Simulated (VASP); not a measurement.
# SiC (SiC (F-43m)) (F-43m) in VASP: notebook

The runs below take SiC (SiC (F-43m)) through single point, with PBE.

All numbers are computed with VASP 6.6.1; they aren't measurements. Logs are shortened: lines on timing, memory, paths and dates and some standing lists are left out, and cuts for length are marked.

**1. The cell of the first run**

It takes space group F-43m (No. 216, cubic). Conventional cell: a = 4.380 Å, b = 4.380 Å, c = 4.380 Å, α = 90.00°, β = 90.00°, γ = 90.00°. Within 2.5 Å of Si (site symmetry -43m) lie 4 C at 1.90 Å. Within 2.5 Å of C (site symmetry -43m) lie 4 Si at 1.90 Å.

**2. Single point, PBE**

The input, INCAR:

```
  PREC = Accurate
  ENCUT = 600
  EDIFF = 1E-6
  ISMEAR = -1
  SIGMA = 0.01
  LREAL = False
  LASPH = True
  NELM = 120
  ALGO = Normal
  ISIF = 2
  LWAVE = False
  LCHARG = False
  GGA = PE
  NBANDS = 11
  GGA_COMPAT = False
```

The input, KPOINTS:

```
Automatic mesh
0
Gamma
  8 8 8
```

The input, POSCAR:

```
SiC
1.0
    0.0000000000      2.1898524999      2.1898524999
    2.1898524999      0.0000000000      2.1898524999
    2.1898524999      2.1898524999      0.0000000000
Si C
1 1
Direct
    0.7500000000      0.7500000000      0.7500000000
    0.0000000000      0.0000000000      0.0000000000
```

Potentials or basis: VASP PAW PBE potentials, release 64 (Si, C).

Command:

```console
> cat potpaw_PBE.64/Si/POTCAR potpaw_PBE.64/C/POTCAR > POTCAR
> mpirun -np 1 vasp_std > vasp.out
```

OUTCAR:

```text
PREC = Accurate
   ENCUT = 600
   EDIFF = 1E-6
   ISMEAR = -1
   LREAL = False
   LASPH = True
   NELM = 120
   ISIF = 2
   GGA = PE

 ion  position               nearest neighbor table
   1  0.750  0.750  0.750-   2 1.90   2 1.90   2 1.90   2 1.90
   2  0.000  0.000  0.000-   1 1.90   1 1.90   1 1.90   1 1.90

  LATTYP: Found a face centered cubic cell.
 ALAT       =     4.3797049998

  Lattice vectors:

 A1 = (   0.0000000000,   2.1898524999,   2.1898524999)
 A2 = (   2.1898524999,   0.0000000000,   2.1898524999)
 A3 = (   2.1898524999,   2.1898524999,   0.0000000000)

Analysis of symmetry for initial positions (statically):
=====================================================================
 Subroutine PRICEL returns:
 Original cell was already a primitive cell.

 Routine SETGRP: Setting up the symmetry group for a
 face centered cubic supercell.

 Subroutine GETGRP returns: Found 24 space group operations
 (whereof 24 operations were pure point group operations)
 out of a pool of 48 trial point group operations.

The static configuration has the point symmetry T_d .

Analysis of symmetry for dynamics (positions and initial velocities):
=====================================================================
 Subroutine PRICEL returns:
 Original cell was already a primitive cell.

 Routine SETGRP: Setting up the symmetry group for a
 face centered cubic supercell.

 Subroutine GETGRP returns: Found 24 space group operations
 (whereof 24 operations were pure point group operations)
 out of a pool of 48 trial point group operations.

The dynamic configuration has the point symmetry T_d .

 Subroutine INISYM returns: Found 24 space group operations
 (whereof 24 operations are pure point group operations),
 and found     1 'primitive' translations

----------------------------------------------------------------------------------------

                                     Primitive cell

  volume of cell :      21.0027

  direct lattice vectors                    reciprocal lattice vectors
     0.000000000  2.189852500  2.189852500    -0.228325880  0.228325880  0.228325880
     2.189852500  0.000000000  2.189852500     0.228325880 -0.228325880  0.228325880
     2.189852500  2.189852500  0.000000000     0.228325880  0.228325880 -0.228325880

  length of vectors
     3.096919105  3.096919105  3.096919105     0.395472026  0.395472026  0.395472026

  position of ions in fractional coordinates (direct lattice)
     0.750000000  0.750000000  0.750000000
     0.000000000  0.000000000  0.000000000

  ion indices of the primitive-cell ions
   primitive index   ion index
                 1           1
                 2           2

----------------------------------------------------------------------------------------

 KPOINTS: Automatic mesh

Automatic generation of k-mesh.
 Grid dimensions read from file:
 generate k-points for:    8    8    8

 Generating k-lattice:

  Cartesian coordinates                     Fractional coordinates (reciprocal lattice)
    -0.028540735  0.028540735  0.028540735     0.125000000  0.000000000  0.000000000
     0.028540735 -0.028540735  0.028540735     0.000000000  0.125000000  0.000000000
     0.028540735  0.028540735 -0.028540735     0.000000000  0.000000000  0.125000000

  Length of vectors
     0.049434003  0.049434003  0.049434003

  Shift w.r.t. Gamma in fractional coordinates (k-lattice)
     0.000000000  0.000000000  0.000000000

 Subroutine IBZKPT returns following result:
 ===========================================

 Found     29 irreducible k-points:

 Following reciprocal coordinates:
            Coordinates               Weight
  0.000000  0.000000  0.000000      1.000000
  0.125000  0.000000  0.000000      8.000000
  0.250000  0.000000  0.000000      8.000000
  0.375000  0.000000  0.000000      8.000000
  0.500000  0.000000  0.000000      4.000000
  0.125000  0.125000  0.000000      6.000000
[... 16 lines left out ...]
  0.500000  0.250000  0.125000     48.000000
 -0.375000  0.250000  0.125000     24.000000
 [... further k-points ...]
   k-points           NKPTS =     29   k-points in BZ     NKDIM =     29   number of bands    NBANDS=     11
   number of dos      NEDOS =    301   number of ions     NIONS =      2
   total plane-waves  NPLWV =  21952
   dimension x,y,z NGX =    28 NGY =   28 NGZ =   28
   dimension x,y,z NGXF=    56 NGYF=   56 NGZF=   56
   ions per type =               1   1
   NGX,Y,Z   is equivalent  to a cutoff of  15.03, 15.03, 15.03 a.u.
   NGXF,Y,Z  is equivalent  to a cutoff of  30.06, 30.06, 30.06 a.u.
 SYSTEM =  unknown system
   PREC   = accura    normal or accurate (medium, high low for compatibility)
   ISTART =      0    job   : 0-new  1-cont  2-samecut
   ICHARG =      2    charge: 1-file 2-atom 10-const
   ISPIN  =      1    spin polarized calculation?
   LNONCOLLINEAR =      F non collinear calculations
   LSORBIT =      F    spin-orbit coupling
   LASPH  =      T    aspherical Exc in radial PAW
   ENCUT  =  600.0 eV  44.10 Ry    6.64 a.u.   6.19  6.19  6.19*2*pi/ulx,y,z
   NELM   =    120;   NELMIN=  2; NELMDL= -5     # of ELM steps
   EDIFF  = 0.1E-05   stopping-criterion for ELM
   LREAL  =      F    real-space projection
   EDIFFG = 0.1E-04   stopping-criterion for IOM
   NSW    =      0    number of steps for IOM
   IBRION =     -1    ionic relax: 0-MD 1-quasi-New 2-CG
   NFREE  =      0    steps in history (QN), initial steepest desc. (CG)
   ISIF   =      2    stress and relaxation
   ISYM   =      2    0-nonsym 1-usesym 2-fastsym
   POTIM  = 0.5000    time-step for ionic-motion
   TEBEG  =    0.0;   TEEND  =   0.0 temperature during run
   PSTRESS=    0.0 pullay stress
   NELECT =       8.0000    total number of electrons
   NUPDOWN=      -1.0000    fix difference up-down
   EMIN   =  10.00;   EMAX   =-10.00  energy-range for DOS
   EFERMI =   0.00;   METHOD = LEGACY
   ISMEAR =    -1;   SIGMA  =   0.01  broadening in eV -4-tet -1-fermi 0-gaus
   EFERMI_NEDOS =   21; number of points for ismear=-14 and -15
   IALGO  =     38    algorithm
   IMIX   =      4    mixing-type and parameters
     AMIX     =   0.40;   BMIX     =  1.00
     AMIX_MAG =   1.60;   BMIX_MAG =  1.00
  volume/ion in A,a.u.               =      10.50        70.87
  Fermi-wavevector in a.u.,A,eV,Ry     =   1.186716  2.242567 19.161000  1.408294
  Thomas-Fermi vector in A             =   2.322882
   LORBIT       =      0    0 simple, 1 ext, 2 COOP (PROOUT), +10 PAW based schemes
   GGA     = PE    functional components
   LHFCALC =     F    Hartree Fock is set to
   AEXX    =    0.0000 exact exchange contribution
   IVDW    =     0    specifies the selected vdW correction
   LEPSILON=     F    determine dielectric tensor
   LRPA    =     F    only Hartree local field effects (RPA)
 non-spin polarized calculation
  energy-cutoff  :      600.00
  volume of cell :       21.00
 maximum number of plane-waves:       725
 NGX is ok and might be reduce to    28
   NGX = 13   NGY = 13   NGZ = 13

 number of electron       8.0000000 magnetization

 Free energy of the ion-electron system (eV)
  ---------------------------------------------------
  ext. energy  EPLUGINS =         0.00000000
  ---------------------------------------------------
  free energy    TOTEN  =       -15.06115351 eV

  energy without entropy =      -15.06115351  energy(sigma->0) =      -15.06115351

 E-fermi :   8.1468     XC(G=0): -11.2909

 val. band max:        7.9408305732   @ k =   0.0000   0.0000   0.0000
 cond. band min:       9.3110981667   @ k =   0.5000   0.5000   0.0000
 fundamental gap:      1.3702675935
 Fermi energy:         8.1468152704

 k-point     1 :       0.0000    0.0000    0.0000
  band No.  band energies     occupation
      1      -7.3462      2.00000
      2       7.9408      2.00000
      3       7.9408      2.00000
      4       7.9408      2.00000
      5      13.9996      0.00000
      6      15.1452      0.00000
      7      15.1452      0.00000
      8      15.1452      0.00000
      9      22.3606      0.00000
     10      22.3606      0.00000
     11      24.1909      0.00000

 k-point     2 :       0.1250    0.0000    0.0000
  band No.  band energies     occupation
      1      -7.0451      2.00000
      2       6.4613      2.00000
      3       7.7406      2.00000
      4       7.7406      2.00000
      5      14.2694      0.00000
      6      15.4941      0.00000
      7      15.4941      0.00000
      8      15.6432      0.00000
      9      21.1574      0.00000
     10      21.1574      0.00000
     11      23.8774      0.00000

 k-point     3 :       0.2500    0.0000    0.0000
  band No.  band energies     occupation
      1      -6.1652      2.00000
      2       3.6754      2.00000
      3       7.3371      2.00000
      4       7.3371      2.00000
      5      13.7984      0.00000
      6      15.7563      0.00000
      7      15.7563      0.00000
      8      17.1614      0.00000
      9      20.9784      0.00000
     10      20.9784      0.00000
     11      22.9524      0.00000

 k-point     4 :       0.3750    0.0000    0.0000
  band No.  band energies     occupation
      1      -4.8303      2.00000
      2       0.9677      2.00000
      3       7.0111      2.00000
      4       7.0111      2.00000
      5      13.3835      0.00000
      6      15.3528      0.00000
      7      15.3528      0.00000
      8      17.8642      0.00000
      9      22.9287      0.00000
     10      22.9287      0.00000
     11      23.3106      0.00000
[... 239 lines left out ...]
 k-point    22 :       0.3750    0.2500    0.1250
  band No.  band energies     occupation
      1      -5.4007      2.00000
      2       3.4736      2.00000
      3       5.1090      2.00000
      4       6.6737      2.00000
      5      13.2558      0.00000
      6      15.4623      0.00000
      7      16.3017      0.00000
      8      17.8857      0.00000
      9      20.0617      0.00000
     10      23.8090      0.00000
     11      27.2018      0.00000

 k-point    23 :       0.5000    0.2500    0.1250
  band No.  band energies     occupation
      1      -4.1189      2.00000
      2       1.4717      2.00000
      3       4.3718      2.00000
      4       6.0345      2.00000
      5      13.2102      0.00000
      6      15.4281      0.00000
      7      17.0213      0.00000
      8      18.2741      0.00000
      9      21.1892      0.00000
     10      24.2872      0.00000
     11      27.0962      0.00000

 k-point    24 :      -0.3750    0.2500    0.1250
  band No.  band energies     occupation
      1      -3.1941      2.00000
      2       0.1809      2.00000
      3       4.2572      2.00000
      4       5.7042      2.00000
      5      13.1572      0.00000
      6      15.1124      0.00000
      7      17.9648      0.00000
      8      18.8152      0.00000
      9      21.2190      0.00000
     10      24.0293      0.00000
     11      27.0883      0.00000

 [... further k-points ...]
[... 5 lines left out ...]
  --------------------------------------------------------------------------------------
  -------------------------------------------------------------------------------------
  Total       -0.0227591     -0.0227591     -0.0227591      0.0000000      0.0000000     -0.0000000
  in kB       -1.7361650     -1.7361650     -1.7361650      0.0000000      0.0000000     -0.0000000
  external PRESSURE =      -1.7361650 kB  Pullay stress =       0.0000000 kB

 VOLUME and BASIS-vectors are now :
 -----------------------------------------------------------------------------
  energy-cutoff  :      600.00
  volume of cell :       21.00
      direct lattice vectors                 reciprocal lattice vectors
     0.000000000  2.189852500  2.189852500    -0.228325880  0.228325880  0.228325880
     2.189852500  0.000000000  2.189852500     0.228325880 -0.228325880  0.228325880
     2.189852500  2.189852500  0.000000000     0.228325880  0.228325880 -0.228325880

 POSITION                                       TOTAL-FORCE (eV/Angst)
 -----------------------------------------------------------------------------------
      3.28478      3.28478      3.28478         0.000000      0.000000      0.000000
      0.00000      0.00000      0.00000        -0.000000     -0.000000     -0.000000
 -----------------------------------------------------------------------------------
    total drift:                               -0.000000     -0.000000     -0.000000

  FREE ENERGIE OF THE ION-ELECTRON SYSTEM (eV)
  ---------------------------------------------------
  free  energy   TOTEN  =       -15.0611535138 eV

  energy  without entropy=      -15.0611535138  energy(sigma->0) =      -15.06115351
```

Wall time 4.9 s (1 thread of Intel Xeon 6975P-C (Granite Rapids), shared host); peak memory 0.14 GiB.

What came out:

```yaml
Free_energy: -15.0612 eV
Pressure: -0.2 GPa
Band_gap_on_the_k_mesh: 1.37 eV, indirect (least direct gap 4.53 eV)
```

A k mesh can miss the band edges. Expect the measured gap to be larger: semilocal functionals such as PBE lack the derivative discontinuity.

**3. Single point, PBE**

The input, INCAR:

```
PREC = Accurate ; ENCUT = 600
EDIFF = 1E-6 ; ISMEAR = 0
SIGMA = 0.01 ; LREAL = False
LASPH = True ; NELM = 120
ALGO = Normal ; ISIF = 2
LWAVE = False ; LCHARG = True
GGA = PE ; LELF = True
LVHAR = True ; NBANDS = 11
GGA_COMPAT = False
```

The input, KPOINTS:

```
Automatic mesh
0
Gamma
  11 11 11
```

POSCAR is that of step 2.

Potentials or basis: VASP PAW PBE potentials, release 64 (Si, C).

Command:

```console
> cat potpaw_PBE.64/Si/POTCAR potpaw_PBE.64/C/POTCAR > POTCAR
> mpirun -np 1 vasp_std > vasp.out
```

Run time: 8.2 s. Hardware: 1 thread of Intel Xeon 6975P-C (Granite Rapids), shared host; peak memory 0.15 GiB.

It converged, with:

- Free energy: -15.0623 eV
- Pressure: -0.2 GPa
- Band gap on the k mesh: 1.47 eV, indirect (least direct gap 4.58 eV)

Levels at points of the mesh, in eV from the valence-band top:
| k point | band 1 | band 2 | band 3 | band 4 | band 5 | band 6 | band 7 | band 8 |
| --- | --- | --- | --- | --- | --- | --- | --- | --- |
| (0.00, 0.00, 0.00) | -15.29 | 0.00 | 0.00 | 0.00 | 6.06 | 7.21 | 7.21 | 7.21 |

A k mesh can miss the band edges. A hybrid or GW would open this gap; PBE tends to underestimate it.

**4. Single point, PBE**

The input, INCAR:

```
SYSTEM = SiC
PREC = Accurate
ENCUT = 600
EDIFF = 1E-6
ISMEAR = -1
SIGMA = 0.01
LREAL = .False.
LASPH = .True.
NELM = 120
ALGO = Normal
ISIF = 2
LWAVE = .False.
LCHARG = .False.
GGA = PE
NBANDS = 11
GGA_COMPAT = .False.
```

The input, KPOINTS:

```
Automatic mesh
0
Gamma
  11 11 11
  0 0 0
```

POSCAR is that of step 3.

Command:

```console
> cat potpaw_PBE.64/Si/POTCAR potpaw_PBE.64/C/POTCAR > POTCAR
> mpirun -np 1 vasp_std > vasp.out
```

Run time: 7.9 s. Hardware: 1 thread of Intel Xeon 6975P-C (Granite Rapids), shared host; peak memory 0.15 GiB.

The run converged. Its results:

- Free energy: -15.0623 eV
- Pressure: -0.2 GPa
- Band gap on the k mesh: 1.47 eV, indirect (least direct gap 4.58 eV)

Levels at points of the mesh, in eV from the valence-band top:
| k point | band 1 | band 2 | band 3 | band 4 | band 5 | band 6 | band 7 | band 8 |
| --- | --- | --- | --- | --- | --- | --- | --- | --- |
| (0.00, 0.00, 0.00) | -15.29 | 0.00 | 0.00 | 0.00 | 6.06 | 7.21 | 7.21 | 7.21 |

**5. Overview**

| k mesh | smearing | gap on the mesh (eV) | pressure (GPa) |
| --- | --- | --- | --- |
| 8 × 8 × 8 | fermi-dirac 0.01 eV | 1.37 | -0.2 |
| 11 × 11 × 11 | gaussian 0.01 eV | 1.47 | -0.2 |
| 11 × 11 × 11 | fermi-dirac 0.01 eV | 1.47 | -0.2 |

Alike in all rows: task single point; level PBE; potentials or basis VASP PAW PBE potentials, release 64 (Si, C); no spin polarisation; cell a = 3.097 Å, angles 60.0°, 2 atoms; cutoff (eV) 600.

On the cell as given the gap runs from 1.37 eV (PBE) to 1.47 eV (PBE); the meshes differ, which moves gaps too.

Total energies depend on the potentials used, so only differences within one code and one set of settings carry meaning.
